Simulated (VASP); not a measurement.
# Ag (P6_3/mmc) in VASP: further runs

The runs below take Ag through single point, with PBEsol.

Everything below comes from runs of VASP 6.6.1. Logs are shortened: lines on timing, memory, paths and dates and some standing lists are left out, and cuts for length are marked.

### 1 The cell of the first run

The structure is hexagonal, space group P6_3/mmc (No. 194). The conventional cell has a = 2.696 Å, b = 2.696 Å, c = 4.790 Å, α = 90.00°, β = 90.00°, γ = 120.00°. Within 3.6 Å of Ag (site symmetry -6m2) lie 12 Ag at 2.70 to 2.86 Å.

This isn't the form of Ag at room conditions, which is fcc.

### 2 Single point, PBEsol (strain -0.080 along x and y, +0.000 along z)

INCAR reads:

```
SYSTEM = Ag
PREC     = Accurate       ! precision mode
ENCUT    = 520            ! plane-wave cutoff, eV
EDIFF    = 1E-7           ! SCF threshold, eV
ISMEAR   = 0              ! smearing method
SIGMA    = 0.15           ! smearing width, eV
LREAL    = .FALSE.        ! projectors in reciprocal space
LASPH    = .TRUE.         ! aspherical terms in the spheres
NELM     = 100            ! most SCF steps
ALGO     = Fast           ! electronic algorithm
ISIF     = 2              ! what is computed and relaxed
LWAVE    = .FALSE.        ! write WAVECAR
LCHARG   = .FALSE.        ! write CHGCAR
GGA      = PS             ! functional
NBANDS   = 18             ! bands
```

KPOINTS reads:

```
regular mesh
0
G
  18 18 10
  0 0 0
```

POSCAR reads:

```
Ag
1.0
    2.6955982340      0.0000000000      0.0000000000
   -1.3477991170      2.3344565490      0.0000000000
    0.0000000000      0.0000000000      4.7900000000
Ag
2
Direct
    0.3333333333      0.6666666667      0.2500000000
    0.6666666667      0.3333333333      0.7500000000
```

Potentials or basis: VASP PAW PBE potentials, release 64 (Ag).

On the command line:

```bash
> cat potpaw_PBE.64/Ag/POTCAR > POTCAR
> mpirun -np 1 vasp_std > vasp.out
```

OUTCAR:

```text
SYSTEM = Ag
   PREC = Accurate
   ENCUT = 520
   EDIFF = 1E-7
   ISMEAR = 0
   LREAL = .FALSE.
   LASPH = .TRUE.
   NELM = 100
   ISIF = 2
   GGA = PS

 ion  position               nearest neighbor table
   1  0.333  0.667  0.250-   2 2.86   2 2.86   2 2.86   2 2.86   2 2.86   2 2.86
   2  0.667  0.333  0.750-   1 2.86   1 2.86   1 2.86   1 2.86   1 2.86   1 2.86

  LATTYP: Found a hexagonal cell.
 ALAT       =     2.6955982340
 C/A-ratio  =     1.7769710410

  Lattice vectors:

 A1 = (   2.6955982340,   0.0000000000,   0.0000000000)
 A2 = (  -1.3477991170,   2.3344565490,   0.0000000000)
 A3 = (   0.0000000000,   0.0000000000,   4.7900000000)

Analysis of symmetry for initial positions (statically):
=====================================================================
 Subroutine PRICEL returns:
 Original cell was already a primitive cell.

 Routine SETGRP: Setting up the symmetry group for a
 hexagonal supercell.

 Subroutine GETGRP returns: Found 24 space group operations
 (whereof 12 operations were pure point group operations)
 out of a pool of 24 trial point group operations.

The static configuration has the point symmetry D_3d.
 The point group associated with its full space group is D_6h.

Analysis of symmetry for dynamics (positions and initial velocities):
=====================================================================
 Subroutine PRICEL returns:
 Original cell was already a primitive cell.

 Routine SETGRP: Setting up the symmetry group for a
 hexagonal supercell.

 Subroutine GETGRP returns: Found 24 space group operations
 (whereof 12 operations were pure point group operations)
 out of a pool of 24 trial point group operations.

The dynamic configuration has the point symmetry D_3d.
 The point group associated with its full space group is D_6h.

 Subroutine INISYM returns: Found 24 space group operations
 (whereof 12 operations are pure point group operations),
 and found     1 'primitive' translations

----------------------------------------------------------------------------------------

                                     Primitive cell

  volume of cell :      30.1423

  direct lattice vectors                    reciprocal lattice vectors
     2.695598234  0.000000000  0.000000000     0.370975165  0.214182611  0.000000000
    -1.347799117  2.334456549  0.000000000     0.000000000  0.428365223  0.000000000
     0.000000000  0.000000000  4.790000000     0.000000000  0.000000000  0.208768267

  length of vectors
     2.695598234  2.695598234  4.790000000     0.428365223  0.428365223  0.208768267

  position of ions in fractional coordinates (direct lattice)
     0.333333333  0.666666667  0.250000000
     0.666666667  0.333333333  0.750000000

  ion indices of the primitive-cell ions
   primitive index   ion index
                 1           1
                 2           2

----------------------------------------------------------------------------------------

 KPOINTS: regular mesh

Automatic generation of k-mesh.
 Grid dimensions read from file:
 generate k-points for:   18   18   10

 Generating k-lattice:

  Cartesian coordinates                     Fractional coordinates (reciprocal lattice)
     0.020609731  0.011899034  0.000000000     0.055555556  0.000000000  0.000000000
     0.000000000  0.023798068  0.000000000     0.000000000  0.055555556  0.000000000
     0.000000000  0.000000000  0.020876827     0.000000000  0.000000000  0.100000000

  Length of vectors
     0.023798068  0.023798068  0.020876827

  Shift w.r.t. Gamma in fractional coordinates (k-lattice)
     0.000000000  0.000000000  0.000000000

 Subroutine IBZKPT returns following result:
 ===========================================

 Found    222 irreducible k-points:

 Following reciprocal coordinates:
            Coordinates               Weight
  0.000000  0.000000  0.000000      1.000000
  0.055556 -0.000000  0.000000      6.000000
  0.111111 -0.000000  0.000000      6.000000
  0.166667  0.000000  0.000000      6.000000
  0.222222  0.000000  0.000000      6.000000
  0.277778  0.000000  0.000000      6.000000
[... 16 lines left out ...]
  0.333333  0.111111  0.000000     12.000000
  0.388889  0.111111  0.000000     12.000000
 [... further k-points ...]
   k-points           NKPTS =    222   k-points in BZ     NKDIM =    222   number of bands    NBANDS=     18
   number of dos      NEDOS =    301   number of ions     NIONS =      2
   total plane-waves  NPLWV =  14400
   dimension x,y,z NGX =    20 NGY =   20 NGZ =   36
   dimension x,y,z NGXF=    40 NGYF=   40 NGZF=   72
   ions per type =               2
   NGX,Y,Z   is equivalent  to a cutoff of  12.33, 12.33, 12.49 a.u.
   NGXF,Y,Z  is equivalent  to a cutoff of  24.67, 24.67, 24.99 a.u.
 SYSTEM =  Ag
   PREC   = accura    normal or accurate (medium, high low for compatibility)
   ISTART =      0    job   : 0-new  1-cont  2-samecut
   ICHARG =      2    charge: 1-file 2-atom 10-const
   ISPIN  =      1    spin polarized calculation?
   LNONCOLLINEAR =      F non collinear calculations
   LSORBIT =      F    spin-orbit coupling
   LASPH  =      T    aspherical Exc in radial PAW
   ENCUT  =  520.0 eV  38.22 Ry    6.18 a.u.   5.01  5.01  8.91*2*pi/ulx,y,z
   NELM   =    100;   NELMIN=  2; NELMDL= -5     # of ELM steps
   EDIFF  = 0.1E-06   stopping-criterion for ELM
   LREAL  =      F    real-space projection
   EDIFFG = 0.1E-05   stopping-criterion for IOM
   NSW    =      0    number of steps for IOM
   IBRION =     -1    ionic relax: 0-MD 1-quasi-New 2-CG
   NFREE  =      0    steps in history (QN), initial steepest desc. (CG)
   ISIF   =      2    stress and relaxation
   ISYM   =      2    0-nonsym 1-usesym 2-fastsym
   POTIM  = 0.5000    time-step for ionic-motion
   TEBEG  =    0.0;   TEEND  =   0.0 temperature during run
   PSTRESS=    0.0 pullay stress
   NELECT =      22.0000    total number of electrons
   NUPDOWN=      -1.0000    fix difference up-down
   EMIN   =  10.00;   EMAX   =-10.00  energy-range for DOS
   EFERMI =   0.00;   METHOD = LEGACY
   ISMEAR =     0;   SIGMA  =   0.15  broadening in eV -4-tet -1-fermi 0-gaus
   EFERMI_NEDOS =   21; number of points for ismear=-14 and -15
   IALGO  =     68    algorithm
   IMIX   =      4    mixing-type and parameters
     AMIX     =   0.40;   BMIX     =  1.00
     AMIX_MAG =   1.60;   BMIX_MAG =  1.00
  volume/ion in A,a.u.               =      15.07       101.71
  Fermi-wavevector in a.u.,A,eV,Ry     =   1.473975  2.785410 29.560065  2.172603
  Thomas-Fermi vector in A             =   2.588803
   LORBIT       =      0    0 simple, 1 ext, 2 COOP (PROOUT), +10 PAW based schemes
   GGA     = PS    functional components
   LHFCALC =     F    Hartree Fock is set to
   AEXX    =    0.0000 exact exchange contribution
   IVDW    =     0    specifies the selected vdW correction
   LEPSILON=     F    determine dielectric tensor
   LRPA    =     F    only Hartree local field effects (RPA)
 non-spin polarized calculation
 RMM-DIIS sequential band-by-band and
 Gauss-broadening in eV      SIGMA  =   0.15
  energy-cutoff  :      520.00
  volume of cell :       30.14
 maximum number of plane-waves:       840
 NGX is ok and might be reduce to    20
   NGX =  9   NGY =  9   NGZ = 17

 number of electron      21.9999995 magnetization

 Free energy of the ion-electron system (eV)
  ---------------------------------------------------
  ext. energy  EPLUGINS =         0.00000000
  ---------------------------------------------------
  free energy    TOTEN  =        -6.38864567 eV

  energy without entropy =       -6.37854091  energy(sigma->0) =       -6.38359329

 E-fermi :  10.1240     XC(G=0): -13.1579

 val. band max:       10.0926694027   @ k =   0.2222   0.0000   0.2000
 cond. band min:      10.1310136761   @ k =   0.3889   0.1111   0.2000
 fundamental gap:      0.0383442735
 Fermi energy:        10.1240400616

 k-point     1 :       0.0000    0.0000    0.0000
  band No.  band energies     occupation
      1       1.2779      2.00000
      2       2.7067      2.00000
      3       4.3641      2.00000
      4       4.8683      2.00000
      5       4.8683      2.00000
      6       5.0836      2.00000
[... 10 lines left out ...]
     17      31.2839      0.00000
     18      31.2839      0.00000

 k-point     2 :       0.0556   -0.0000    0.0000
  band No.  band energies     occupation
      1       1.3812      2.00000
      2       2.7802      2.00000
      3       4.3789      2.00000
      4       4.8479      2.00000
      5       4.9310      2.00000
      6       5.0507      2.00000
[... 10 lines left out ...]
     17      30.4608      0.00000
     18      30.5841      0.00000

 k-point     3 :       0.1111   -0.0000    0.0000
  band No.  band energies     occupation
      1       1.6808      2.00000
      2       2.9819      2.00000
      3       4.3884      2.00000
      4       4.8190      2.00000
      5       4.9904      2.00000
      6       5.1150      2.00000
[... 10 lines left out ...]
     17      29.0679      0.00000
     18      30.3807      0.00000

 k-point     4 :       0.1667    0.0000    0.0000
  band No.  band energies     occupation
      1       2.1391      2.00000
      2       3.2374      2.00000
      3       4.3602      2.00000
      4       4.7429      2.00000
      5       5.0974      2.00000
      6       5.1288      2.00000
[... 375 lines left out ...]
      4       4.8407      2.00000
      5       4.9426      2.00000
      6       4.9600      2.00000
[... 10 lines left out ...]
     17      25.0582      0.00000
     18      26.8189      0.00000

 k-point    23 :       0.3333    0.1111    0.0000
  band No.  band energies     occupation
      1       3.1643      2.00000
      2       3.4804      2.00000
      3       3.5447      2.00000
      4       4.9005      2.00000
      5       5.1367      2.00000
      6       5.2590      2.00000
[... 10 lines left out ...]
     17      23.0284      0.00000
     18      26.2910      0.00000

 k-point    24 :       0.3889    0.1111    0.0000
  band No.  band energies     occupation
      1       3.0543      2.00000
      2       3.4027      2.00000
      3       3.4232      2.00000
      4       4.8937      2.00000
      5       5.1096      2.00000
      6       5.2831      2.00000
[... 10 lines left out ...]
     17      21.6170      0.00000
     18      25.9709      0.00000

 [... further k-points ...]
[... 5 lines left out ...]
  --------------------------------------------------------------------------------------
  -------------------------------------------------------------------------------------
  Total        4.1566687      4.1566687      1.3613782      0.0000000     -0.0000000      0.0000000
  in kB      220.9426291    220.9426291     72.3623885      0.0000000     -0.0000000      0.0000000
  external PRESSURE =     171.4158822 kB  Pullay stress =       0.0000000 kB

 VOLUME and BASIS-vectors are now :
 -----------------------------------------------------------------------------
  energy-cutoff  :      520.00
  volume of cell :       30.14
      direct lattice vectors                 reciprocal lattice vectors
     2.695598234  0.000000000  0.000000000     0.370975165  0.214182611  0.000000000
    -1.347799117  2.334456549  0.000000000     0.000000000  0.428365223  0.000000000
     0.000000000  0.000000000  4.790000000     0.000000000  0.000000000  0.208768267

 POSITION                                       TOTAL-FORCE (eV/Angst)
 -----------------------------------------------------------------------------------
     -0.00000      1.55630      1.19750        -0.000000      0.000000      0.000000
      1.34780      0.77815      3.59250         0.000000     -0.000000      0.000000
 -----------------------------------------------------------------------------------
    total drift:                               -0.000000      0.000000     -0.000000

  FREE ENERGIE OF THE ION-ELECTRON SYSTEM (eV)
  ---------------------------------------------------
  free  energy   TOTEN  =        -6.3886456686 eV

  energy  without entropy=       -6.3785409112  energy(sigma->0) =       -6.38359329
```

Wall time 52 s (1 thread of Intel Xeon Platinum 8488C (Sapphire Rapids), shared host); peak memory 0.21 GiB.

What came out:

- Free energy: -6.3886 eV
- Pressure: 17.1 GPa
- Band gap on the k mesh: zero (bands 11 and 12 overlap by 8.39 eV)

Caveat: the cell differs from its parent crystal (strain -0.080 along x and y, +0.000 along z); the cell stands under pressure; the PAW data sets were made with another functional, which shifts forces and pressure a little.

### 3 Single point, PBEsol (strain -0.040 along x and y, -0.080 along z)

INCAR reads:

```
ALGO     = Normal         # electronic algorithm
EDIFF    = 1E-6           # SCF threshold, eV
ENCUT    = 520            # plane-wave cutoff, eV
GGA      = PS             # functional
ISIF     = 2              # what is computed and relaxed
ISMEAR   = 0              # smearing method
LASPH    = True           # aspherical terms in the spheres
LCHARG   = False          # write CHGCAR
LREAL    = False          # projectors in reciprocal space
LWAVE    = False          # write WAVECAR
NBANDS   = 18             # bands
NELM     = 80             # most SCF steps
PREC     = Accurate       # precision mode
SIGMA    = 0.15           # smearing width, eV
```

KPOINTS reads:

```
k-points
0
Gamma
  18 18 10
```

POSCAR reads:

```
Ag
1.0
    2.8127981572      0.0000000000      0.0000000000
   -1.4063990786      2.4359546599      0.0000000000
    0.0000000000      0.0000000000      4.4068000000
Ag
2
Direct
    0.3333333333      0.6666666667      0.2500000000
    0.6666666667      0.3333333333      0.7500000000
```

Potentials or basis: VASP PAW PBE potentials, release 64 (Ag).

On the command line:

```bash
> cat potpaw_PBE.64/Ag/POTCAR > POTCAR
> mpirun -np 1 vasp_std > vasp.out
```

Wall time 41 s (1 thread of Intel Xeon Platinum 8488C (Sapphire Rapids), shared host); peak memory 0.22 GiB.

Results (log left out):

```
Free energy            : -6.4507 eV
Pressure               : 15.7 GPa
Band gap on the k mesh : zero (bands 11 and 12 overlap by 7.74 eV)
```

Stress tensor (GPa, compression positive):
```
13.22  0.00  0.00
 0.00 13.22  0.00
 0.00  0.00 20.73
```

Levels at points of the mesh, in eV from the Fermi level:
```csv
k point,band 8,band 9,band 10,band 11,band 12,band 13,band 14,band 15
"(0.00, 0.00, 0.00)",-4.56,-4.56,-3.11,-3.11,-0.41,4.95,15.62,18.33
"(0.50, 0.00, 0.00)",-3.08,-2.86,-2.78,-0.02,1.70,7.72,7.97,10.73
"(0.00, 0.00, 0.50)",-4.92,-3.49,-3.49,-3.49,-3.49,13.02,13.02,16.12
"(0.50, 0.00, 0.50)",-3.22,-2.94,-2.94,0.55,0.55,5.27,5.27,14.33
```

Caveat: the cell differs from its parent crystal (strain -0.040 along x and y, -0.080 along z); the cell stands under pressure; the PAW data sets were made with another functional, which shifts forces and pressure a little.

### 4 Single point, PBEsol (strain -0.080 along x and y, +0.040 along z)

INCAR reads:

```
SYSTEM = Ag
PREC     = Accurate       ! precision mode
ENCUT    = 520            ! plane-wave cutoff, eV
EDIFF    = 1E-6           ! SCF threshold, eV
ISMEAR   = 0              ! smearing method
SIGMA    = 0.15           ! smearing width, eV
LREAL    = .FALSE.        ! projectors in reciprocal space
LASPH    = .TRUE.         ! aspherical terms in the spheres
NELM     = 80             ! most SCF steps
ALGO     = Fast           ! electronic algorithm
ISIF     = 2              ! what is computed and relaxed
LWAVE    = .FALSE.        ! write WAVECAR
LCHARG   = .TRUE.         ! write CHGCAR
GGA      = PS             ! functional
LELF     = .TRUE.         ! ELF
LVHAR    = .TRUE.       
NBANDS   = 18             ! bands
```

KPOINTS reads:

```
regular mesh
0
G
  18 18 10
  0 0 0
```

POSCAR reads:

```
Ag
1.0
    2.6955982340      0.0000000000      0.0000000000
   -1.3477991170      2.3344565490      0.0000000000
    0.0000000000      0.0000000000      4.9816000000
Ag
2
Direct
    0.3333333333      0.6666666667      0.2500000000
    0.6666666667      0.3333333333      0.7500000000
```

On the command line:

```bash
> cat potpaw_PBE.64/Ag/POTCAR > POTCAR
> mpirun -np 1 vasp_std > vasp.out
```

It took 55 s on 1 thread of Intel Xeon Platinum 8488C (Sapphire Rapids), shared host; peak memory 0.22 GiB.

The run converged. Its results:

```yaml
Free_energy: -6.4094 eV
Pressure: 11.3 GPa
Band_gap_on_the_k_mesh: zero (bands 11 and 12 overlap by 8.39 eV)
```

Stress tensor (GPa, compression positive):
```
17.72  0.00  0.00
 0.00 17.72  0.00
 0.00  0.00 -1.41
```

Levels at points of the mesh, in eV from the Fermi level:
```
           k point  band 9  band 10  band 11  band 12  band 13  band 14
(0.00, 0.00, 0.00)   -3.95    -3.23    -3.23    -1.67     2.29    15.12
(0.50, 0.00, 0.00)   -2.72    -2.65     0.30     2.10     6.69     6.84
(0.00, 0.00, 0.50)   -3.52    -3.52    -3.52    -3.52     9.00     9.00
(0.50, 0.00, 0.50)   -2.68    -2.68     0.68     0.68     5.39     5.39
```

Caveat: the cell differs from its parent crystal (strain -0.080 along x and y, +0.040 along z); the cell stands under pressure; the PAW data sets were made with another functional, which shifts forces and pressure a little.

### 5 The runs side by side

```tsv
cell	gap on the mesh (eV)	pressure (GPa)
a = 2.696, b = 2.696, c = 4.790 Å, angles 90.0, 90.0, 120.0°, 2 atoms	none	17.1
a = 2.813, b = 2.813, c = 4.407 Å, angles 90.0, 90.0, 120.0°, 2 atoms	none	15.7
a = 2.696, b = 2.696, c = 4.982 Å, angles 90.0, 90.0, 120.0°, 2 atoms	none	11.3
```

Alike in all rows: task single point; level PBEsol; potentials or basis VASP PAW PBE potentials, release 64 (Ag); no spin polarisation; k mesh 18 × 18 × 10; cutoff (eV) 520; smearing gaussian 0.15 eV.

Caveats: the cell stands under pressure; the PAW data sets were made with another functional, which shifts forces and pressure a little.

Total energies depend on the potentials used, so only differences within one code and one set of settings carry meaning.
